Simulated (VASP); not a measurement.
# Al2Cu (I4/mcm) in VASP: notebook

The runs below take Al2Cu through single point, with PBE.

Program: VASP 6.6.1. These are calculated values, not measurements. Logs are shortened: lines on timing, memory, paths and dates and some standing lists are left out, and cuts for length are marked.

### 1 The cell of the first run

Symmetry: I4/mcm, No. 140, tetragonal system. The conventional cell has a = 6.294 Å, b = 6.294 Å, c = 4.883 Å, α = 90.00°, β = 90.00°, γ = 90.00°. Al (site symmetry m2m) has 4 Cu at 2.67 Å and 11 Al at 2.83 to 3.35 Å within 3.5 Å. Cu (site symmetry 422) has 2 Cu at 2.44 Å and 8 Al at 2.67 Å within 3.2 Å.

### 2 Single point, PBE

INCAR reads:

```
PREC     = Accurate       # precision mode
ENCUT    = 520            # plane-wave cutoff, eV
EDIFF    = 1E-6           # SCF threshold, eV
ISMEAR   = 0              # smearing method
SIGMA    = 0.15           # smearing width, eV
LREAL    = False          # projectors in reciprocal space
LASPH    = True           # aspherical terms in the spheres
NELM     = 60             # most SCF steps
ALGO     = Fast           # electronic algorithm
ISIF     = 2              # what is computed and relaxed
LWAVE    = False          # write WAVECAR
LCHARG   = True           # write CHGCAR
GGA      = PE             # functional
LELF     = True           # ELF
LVHAR    = True         
NBANDS   = 26             # bands
```

KPOINTS reads:

```
Automatic mesh
0
Gamma
  10 10 10
```

POSCAR reads:

```
Al2Cu
1.0
   -3.1472000000      3.1472000000      2.4412820339
    3.1472000000     -3.1472000000      2.4412820339
    3.1472000000      3.1472000000     -2.4412820339
Al Cu
4 2
Direct
    0.1587211657      0.6587211657      0.8174423314
    0.6587211657      0.8412788343      0.5000000000
    0.8412788343      0.3412788343      0.1825576686
    0.3412788343      0.1587211657      0.5000000000
    0.7500000000      0.7500000000      0.0000000000
    0.2500000000      0.2500000000      0.0000000000
```

Potentials or basis: VASP PAW PBE potentials, release 64 (Al, Cu).

Launch:

```
cat potpaw_PBE.64/Al/POTCAR potpaw_PBE.64/Cu/POTCAR > POTCAR
mpirun -np 1 vasp_std > vasp.out
```

OUTCAR:

```text
PREC = Accurate
   ENCUT = 520
   EDIFF = 1E-6
   ISMEAR = 0
   LREAL = False
   LASPH = True
   NELM = 60
   ISIF = 2
   GGA = PE

 ion  position               nearest neighbor table
   1  0.159  0.659  0.817-   5 2.67   6 2.67   5 2.67   6 2.67   3 2.83   3 2.93   3 2.93   4 3.15
                             2 3.15   2 3.15   4 3.15   4 3.35   2 3.35   2 3.35   4 3.35
   2  0.659  0.841  0.500-   6 2.67   5 2.67   5 2.67   6 2.67   4 2.83   4 2.93   4 2.93   3 3.15
                             1 3.15   1 3.15   3 3.15   1 3.35   3 3.35   1 3.35   3 3.35
   3  0.841  0.341  0.183-   5 2.67   6 2.67   5 2.67   6 2.67   1 2.83   1 2.93   1 2.93   2 3.15
                             4 3.15   4 3.15   2 3.15   2 3.35   4 3.35   4 3.35   2 3.35
   4  0.341  0.159  0.500-   5 2.67   6 2.67   6 2.67   5 2.67   2 2.83   2 2.93   2 2.93   3 3.15
                             1 3.15   1 3.15   3 3.15   1 3.35   3 3.35   3 3.35   1 3.35
   5  0.750  0.750  0.000-   6 2.44   6 2.44   1 2.67   3 2.67   2 2.67   4 2.67   2 2.67   4 2.67
                             3 2.67   1 2.67
   6  0.250  0.250  0.000-   5 2.44   5 2.44   1 2.67   3 2.67   4 2.67   4 2.67   2 2.67   2 2.67
                             1 2.67   3 2.67

  LATTYP: Found a body centered tetragonal cell.
 ALAT       =     6.2944000000
 C/A-ratio  =     0.7756996803

  Lattice vectors:

 A1 = (  -3.1472000000,   3.1472000000,   2.4412820339)
 A2 = (   3.1472000000,  -3.1472000000,   2.4412820339)
 A3 = (   3.1472000000,   3.1472000000,  -2.4412820339)

Analysis of symmetry for initial positions (statically):
=====================================================================
 Subroutine PRICEL returns:
 Original cell was already a primitive cell.

 Routine SETGRP: Setting up the symmetry group for a
 body centered tetragonal supercell.

 Subroutine GETGRP returns: Found 16 space group operations
 (whereof  8 operations were pure point group operations)
 out of a pool of 16 trial point group operations.

The static configuration has the point symmetry C_4h.
 The point group associated with its full space group is D_4h.

Analysis of symmetry for dynamics (positions and initial velocities):
=====================================================================
 Subroutine PRICEL returns:
 Original cell was already a primitive cell.

 Routine SETGRP: Setting up the symmetry group for a
 body centered tetragonal supercell.

 Subroutine GETGRP returns: Found 16 space group operations
 (whereof  8 operations were pure point group operations)
 out of a pool of 16 trial point group operations.

The dynamic configuration has the point symmetry C_4h.
 The point group associated with its full space group is D_4h.

 Subroutine INISYM returns: Found 16 space group operations
 (whereof  8 operations are pure point group operations),
 and found     1 'primitive' translations

----------------------------------------------------------------------------------------

                                     Primitive cell

  volume of cell :      96.7223

  direct lattice vectors                    reciprocal lattice vectors
    -3.147200000  3.147200000  2.441282034     0.000000000  0.158871378  0.204810421
     3.147200000 -3.147200000  2.441282034     0.158871378  0.000000000  0.204810421
     3.147200000  3.147200000 -2.441282034     0.158871378  0.158871378  0.000000000

  length of vectors
     5.076376035  5.076376035  5.076376035     0.259205368  0.259205368  0.224678057

  position of ions in fractional coordinates (direct lattice)
     0.158721166  0.658721166  0.817442331
     0.658721166  0.841278834  0.500000000
     0.841278834  0.341278834  0.182557669
     0.341278834  0.158721166  0.500000000
     0.750000000  0.750000000  0.000000000
     0.250000000  0.250000000  0.000000000

  ion indices of the primitive-cell ions
   primitive index   ion index
                 1           1
                 2           2
                 3           3
                 4           4
                 5           5
                 6           6

----------------------------------------------------------------------------------------

 KPOINTS: Automatic mesh

Automatic generation of k-mesh.
 Grid dimensions read from file:
 generate k-points for:   10   10   10

 Generating k-lattice:

  Cartesian coordinates                     Fractional coordinates (reciprocal lattice)
     0.000000000  0.015887138  0.020481042     0.100000000  0.000000000  0.000000000
     0.015887138  0.000000000  0.020481042     0.000000000  0.100000000  0.000000000
     0.015887138  0.015887138  0.000000000     0.000000000  0.000000000  0.100000000

  Length of vectors
     0.025920537  0.025920537  0.022467806

  Shift w.r.t. Gamma in fractional coordinates (k-lattice)
     0.000000000  0.000000000  0.000000000

 Subroutine IBZKPT returns following result:
 ===========================================

 Found    102 irreducible k-points:

 Following reciprocal coordinates:
            Coordinates               Weight
  0.000000  0.000000  0.000000      1.000000
  0.100000  0.000000 -0.000000      8.000000
  0.200000  0.000000 -0.000000      8.000000
  0.300000  0.000000 -0.000000      8.000000
  0.400000  0.000000  0.000000      8.000000
  0.500000  0.000000 -0.000000      4.000000
[... 16 lines left out ...]
  0.300000  0.300000 -0.000000      8.000000
  0.400000  0.300000 -0.000000     16.000000
 [... further k-points ...]
   k-points           NKPTS =    102   k-points in BZ     NKDIM =    102   number of bands    NBANDS=     26
   number of dos      NEDOS =    301   number of ions     NIONS =      6
   total plane-waves  NPLWV =  64000
   dimension x,y,z NGX =    40 NGY =   40 NGZ =   40
   dimension x,y,z NGXF=    80 NGYF=   80 NGZF=   80
   ions per type =               4   2
   NGX,Y,Z   is equivalent  to a cutoff of  13.10, 13.10, 13.10 a.u.
   NGXF,Y,Z  is equivalent  to a cutoff of  26.20, 26.20, 26.20 a.u.
 SYSTEM =  unknown system
   PREC   = accura    normal or accurate (medium, high low for compatibility)
   ISTART =      0    job   : 0-new  1-cont  2-samecut
   ICHARG =      2    charge: 1-file 2-atom 10-const
   ISPIN  =      1    spin polarized calculation?
   LNONCOLLINEAR =      F non collinear calculations
   LSORBIT =      F    spin-orbit coupling
   LASPH  =      T    aspherical Exc in radial PAW
   ENCUT  =  520.0 eV  38.22 Ry    6.18 a.u.   9.44  9.44  9.44*2*pi/ulx,y,z
   NELM   =     60;   NELMIN=  2; NELMDL= -5     # of ELM steps
   EDIFF  = 0.1E-05   stopping-criterion for ELM
   LREAL  =      F    real-space projection
   EDIFFG = 0.1E-04   stopping-criterion for IOM
   NSW    =      0    number of steps for IOM
   IBRION =     -1    ionic relax: 0-MD 1-quasi-New 2-CG
   NFREE  =      0    steps in history (QN), initial steepest desc. (CG)
   ISIF   =      2    stress and relaxation
   ISYM   =      2    0-nonsym 1-usesym 2-fastsym
   POTIM  = 0.5000    time-step for ionic-motion
   TEBEG  =    0.0;   TEEND  =   0.0 temperature during run
   PSTRESS=    0.0 pullay stress
   NELECT =      34.0000    total number of electrons
   NUPDOWN=      -1.0000    fix difference up-down
   EMIN   =  10.00;   EMAX   =-10.00  energy-range for DOS
   EFERMI =   0.00;   METHOD = LEGACY
   ISMEAR =     0;   SIGMA  =   0.15  broadening in eV -4-tet -1-fermi 0-gaus
   EFERMI_NEDOS =   21; number of points for ismear=-14 and -15
   IALGO  =     68    algorithm
   IMIX   =      4    mixing-type and parameters
     AMIX     =   0.40;   BMIX     =  1.00
     AMIX_MAG =   1.60;   BMIX_MAG =  1.00
  volume/ion in A,a.u.               =      16.12       108.79
  Fermi-wavevector in a.u.,A,eV,Ry     =   1.155382  2.183355 18.162520  1.334908
  Thomas-Fermi vector in A             =   2.292011
   LORBIT       =      0    0 simple, 1 ext, 2 COOP (PROOUT), +10 PAW based schemes
   GGA     = PE    functional components
   LHFCALC =     F    Hartree Fock is set to
   AEXX    =    0.0000 exact exchange contribution
   IVDW    =     0    specifies the selected vdW correction
   LEPSILON=     F    determine dielectric tensor
   LRPA    =     F    only Hartree local field effects (RPA)
 non-spin polarized calculation
 RMM-DIIS sequential band-by-band and
 Gauss-broadening in eV      SIGMA  =   0.15
  energy-cutoff  :      520.00
  volume of cell :       96.72
 maximum number of plane-waves:      2629
 NGX is ok and might be reduce to    40
   NGX = 19   NGY = 19   NGZ = 19

 number of electron      33.9999988 magnetization

 Free energy of the ion-electron system (eV)
  ---------------------------------------------------
  ext. energy  EPLUGINS =         0.00000000
  ---------------------------------------------------
  free energy    TOTEN  =       -23.21107228 eV

  energy without entropy =      -23.18847191  energy(sigma->0) =      -23.19977210

 E-fermi :   7.1798     XC(G=0): -10.5310

 val. band max:        7.1793377570   @ k =   0.5000   0.2000   0.1000
 cond. band min:       7.2147875464   @ k =  -0.4000  -0.4000   0.1000
 fundamental gap:      0.0354497894
 Fermi energy:         7.1797649837

 k-point     1 :       0.0000    0.0000    0.0000
  band No.  band energies     occupation
      1      -3.0663      2.00000
      2       2.1165      2.00000
      3       2.3525      2.00000
      4       2.4272      2.00000
      5       2.4272      2.00000
      6       3.2371      2.00000
[... 18 lines left out ...]
     25      11.7733      0.00000
     26      12.4796      0.00000

 k-point     2 :       0.1000    0.0000   -0.0000
  band No.  band energies     occupation
      1      -2.9651      2.00000
      2       2.1011      2.00000
      3       2.3729      2.00000
      4       2.4031      2.00000
      5       2.4201      2.00000
      6       3.2183      2.00000
[... 18 lines left out ...]
     25      11.8844      0.00000
     26      12.4542      0.00000

 k-point     3 :       0.2000    0.0000   -0.0000
  band No.  band energies     occupation
      1      -2.6627      2.00000
      2       2.0682      2.00000
      3       2.2136      2.00000
      4       2.3861      2.00000
      5       2.4344      2.00000
      6       3.1444      2.00000
[... 18 lines left out ...]
     25      12.2160      0.00000
     26      12.6443      0.00000

 k-point     4 :       0.3000    0.0000   -0.0000
  band No.  band energies     occupation
      1      -2.1623      2.00000
      2       1.4791      2.00000
      3       2.0511      2.00000
      4       2.3314      2.00000
      5       2.4967      2.00000
      6       3.0805      2.00000
[... 18 lines left out ...]
     25      12.9289      0.00000
     26      13.9593      0.00000
[... 496 lines left out ...]
      1      -2.7638      2.00000
      2       1.3544      2.00000
      3       2.3452      2.00000
      4       2.3744      2.00000
      5       2.5133      2.00000
      6       3.0953      2.00000
[... 18 lines left out ...]
     25       9.9406      0.00000
     26      14.7561      0.00000

 k-point    23 :       0.3000    0.3000   -0.0000
  band No.  band energies     occupation
      1      -0.1983      2.00000
      2       0.0290      2.00000
      3       0.0328      2.00000
      4       2.1325      2.00000
      5       2.8906      2.00000
      6       2.9153      2.00000
[... 18 lines left out ...]
     25      13.0722      0.00000
     26      14.5209      0.00000

 k-point    24 :       0.4000    0.3000   -0.0000
  band No.  band energies     occupation
      1      -0.8423      2.00000
      2      -0.1313      2.00000
      3       0.7725      2.00000
      4       2.2702      2.00000
      5       2.7177      2.00000
      6       2.9081      2.00000
[... 18 lines left out ...]
     25      13.4189      0.00000
     26      13.6387      0.00000

 [... further k-points ...]

------------------------ aborting loop because EDIFF is reached ----------------------------------------

  FORCE on cell =-STRESS in cart. coord.  units (eV):
  Direction    XX          YY          ZZ          XY          YZ          ZX
  --------------------------------------------------------------------------------------
  -------------------------------------------------------------------------------------
  Total       -4.8442848     -4.8442848     -2.1788584      0.0000000     -0.0000000      0.0000000
  in kB      -80.2441937    -80.2441937    -36.0921672      0.0000000     -0.0000000      0.0000000
  external PRESSURE =     -65.5268515 kB  Pullay stress =       0.0000000 kB

 VOLUME and BASIS-vectors are now :
 -----------------------------------------------------------------------------
  energy-cutoff  :      520.00
  volume of cell :       96.72
      direct lattice vectors                 reciprocal lattice vectors
    -3.147200000  3.147200000  2.441282034     0.000000000  0.158871378  0.204810421
     3.147200000 -3.147200000  2.441282034     0.158871378  0.000000000  0.204810421
     3.147200000  3.147200000 -2.441282034     0.158871378  0.158871378  0.000000000

 POSITION                                       TOTAL-FORCE (eV/Angst)
 -----------------------------------------------------------------------------------
      4.14625      0.99905     -0.00000        -0.035441     -0.035441      0.000000
      2.14815      0.99905      2.44128         0.035441     -0.035441     -0.000000
     -0.99905      2.14815      2.44128         0.035441      0.035441     -0.000000
      0.99905      2.14815      0.00000        -0.035441      0.035441     -0.000000
      0.00000      0.00000      3.66192         0.000000     -0.000000      0.000000
      0.00000      0.00000      1.22064         0.000000      0.000000      0.000000
 -----------------------------------------------------------------------------------
    total drift:                               -0.000000     -0.000000      0.000000

  FREE ENERGIE OF THE ION-ELECTRON SYSTEM (eV)
  ---------------------------------------------------
  free  energy   TOTEN  =       -23.2110722825 eV

  energy  without entropy=      -23.1884719128  energy(sigma->0) =      -23.19977210
```

Run time: 2.3 min. Hardware: 1 thread of Intel Xeon 6975P-C (Granite Rapids), shared host; peak memory 0.38 GiB.

What came out:

```
Free energy            : -23.2111 eV
Pressure               : -6.6 GPa
Largest force          : 0.050 eV/Å
Band gap on the k mesh : zero (bands 17 and 18 overlap by 4.46 eV)
```

Forces in eV/Å, atoms in the order of the input:
```
Al  -0.035 -0.035  0.000
Al   0.035 -0.035  0.000
Al   0.035  0.035  0.000
Al  -0.035  0.035  0.000
Cu   0.000  0.000  0.000
Cu   0.000  0.000  0.000
```

Levels at points of the mesh, in eV from the Fermi level:
| k point | band 13 | band 14 | band 15 | band 16 | band 17 | band 18 | band 19 | band 20 | band 21 | band 22 |
| --- | --- | --- | --- | --- | --- | --- | --- | --- | --- | --- |
| (0.00, 0.00, 0.00) | -2.93 | -2.07 | -1.01 | -0.99 | -0.99 | -0.99 | -0.37 | 0.14 | 1.33 | 1.33 |
| (0.50, 0.00, 0.00) | -2.96 | -2.96 | -2.53 | -2.53 | 0.06 | 0.06 | 3.51 | 3.51 | 3.87 | 3.87 |
| (0.50, 0.50, 0.00) | -2.45 | -2.42 | -1.51 | -1.40 | -0.97 | -0.53 | 0.40 | 0.78 | 4.44 | 4.71 |
| (0.50, 0.50, 0.50) | -3.21 | -2.97 | -2.97 | -1.66 | 2.57 | 2.94 | 2.94 | 3.02 | 3.71 | 4.45 |

Caveat: the cell stands under tension.

(Part 1 of 2 ends here.)
